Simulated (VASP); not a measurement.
Wanted: the native input for a VASP 6.6.1 run.

```yaml
Task: single point
Functional: r2SCAN
Potentials_or_basis: VASP PAW PBE potentials, release 64 (Cd, S)
Cutoff: 520 eV
k_mesh: 8 × 8 × 8
Occupations: gaussian, width 0.01 eV
Spin: no spin polarisation
Dipole_correction: no
Further_INCAR_settings: ALGO = Normal; EDIFF = 1e-07; NBANDS = 16
```

Crystal: CdS (Hawleyite).

```xyz
2
Lattice="0.0000 2.9392 2.8052 2.9392 0.0000 2.8052 2.9392 2.9392 0.0000" Properties=species:S:1:pos:R:3 pbc="T T T"
Cd    0.0000    0.0000    0.0000
S     1.4696    1.4696    1.4026
```

This cell differs from its parent crystal: uniaxial z strain -4.6%.

These files were run (other wordings do the same):

POSCAR

```
CdS
1.0
    0.0000000000      2.9392138902      2.8051857368
    2.9392138902      0.0000000000      2.8051857368
    2.9392138902      2.9392138902      0.0000000000
Cd S
1 1
Direct
    0.0000000000      0.0000000000      0.0000000000
    0.2500000000      0.2500000000      0.2500000000
```

INCAR.step1

```
ALGO = Normal
EDIFF = 1E-4
ENCUT = 520
GGA = PE
ISMEAR = 0
LASPH = T
LCHARG = F
LREAL = F
LWAVE = T
NBANDS = 16
NELM = 60
PREC = Accurate
SIGMA = 0.01
```

INCAR.step2

```
ALGO = Normal
EDIFF = 1E-7
ENCUT = 520
ISIF = 2
ISMEAR = 0
ISTART = 1
LASPH = T
LCHARG = F
LMIXTAU = T
LREAL = F
LWAVE = F
METAGGA = R2SCAN
NBANDS = 16
NELM = 60
PREC = Accurate
SIGMA = 0.01
```

KPOINTS

```
k-points
0
Gamma
  8 8 8
```

Potentials or basis: VASP PAW PBE potentials, release 64 (Cd, S).

Run with:

```sh
$ cat potpaw_PBE.64/Cd/POTCAR potpaw_PBE.64/S/POTCAR > POTCAR
$ cp INCAR.step1 INCAR
$ mpirun -np 1 vasp_std > vasp.out
$ cp INCAR.step2 INCAR
$ mpirun -np 1 vasp_std > vasp.out
```

Results of the run:

```
Pressure               : 3.4 GPa
Band gap on the k mesh : 1.56 eV, direct
```

Caveat: the cell differs from its parent crystal (uniaxial z strain -4.6%); the PAW data sets were made with another functional, which shifts forces and pressure a little.

It took 4.1 min on 1 thread of AMD EPYC 7R13 Processor (Zen 3), on a shared host, peak memory 0.17 GiB.
